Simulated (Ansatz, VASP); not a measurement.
**Two plane-wave programs on MgO**

```
Mg O
1.0
     0.00000    2.10217    2.10217
     2.10217    0.00000    2.10217
     2.10217    2.10217    0.00000
Mg O
1 1
Direct
  0.00000 0.00000 0.00000
  0.50000 0.50000 0.50000
```

Alike in both runs: functional r2SCAN; k mesh 10 × 10 × 10; occupations gaussian, width 0.02 eV; no spin polarisation.

Ansatz relaxed the structure, and its values are those at the end. VASP's run is a single point on that final structure, the one shown.

```csv
,VASP,Ansatz
version,VASP 6.6.1,Ansatz 0.2.0
potentials or method,"VASP PAW PBE potentials, release 64 (Mg_sv, O), cutoff 660 eV","scalar-relativistic, plane waves, PAW"
valence electrons in the cell,16,16
```

Ansatz gave:

- gap on the k mesh at the Fermi level (eV): 5.68
- least direct gap on the mesh (eV): 5.68
- pressure (GPa): 0.0

Question: Which values does VASP return?

Answer: gap on the k mesh at the Fermi level (eV): 5.71; least direct gap on the mesh (eV): 5.71; pressure (GPa): -0.2.

VASP's potentials were made for PBE, not for r2SCAN.
